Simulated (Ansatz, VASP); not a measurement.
## Eu in VASP and in Ansatz

```
Eu
1.0
     4.38208    0.00000    0.00000
     0.00000    4.38208    0.00000
     0.00000    0.00000    4.38208
Eu
2
Direct
  0.00000 0.00000 0.00000
  0.50000 0.50000 0.50000
```

Alike in both runs: task single point; functional PBE; k mesh 8 × 8 × 8; occupations gaussian, width 0.05 eV; collinear spin.

|  | VASP | Ansatz |
| --- | --- | --- |
| version | VASP 6.6.1 | Ansatz 0.2.0 |
| potentials or method | VASP PAW PBE potentials, release 64 (Eu), cutoff 520 eV | scalar-relativistic, plane waves, PAW |
| valence electrons in the cell | 34 | 34 |

Ansatz gave:

- gap on the k mesh at the Fermi level (eV): none
- pressure (GPa): 0.0
- net moment per atom (μB): 7.24
- size of the moment on the site where the two differ most (μB): 7.00

Task: What did VASP give for the same quantities?

Result: gap on the k mesh at the Fermi level (eV): none; pressure (GPa): -0.3; net moment per atom (μB): 7.24; size of the moment on the site where the two differ most (μB): 6.66.

Site moments also hang on the region over which each program counts them. A gap of «none» marks a metal or a gap that the smearing closes.

Spin-orbit coupling is off throughout.
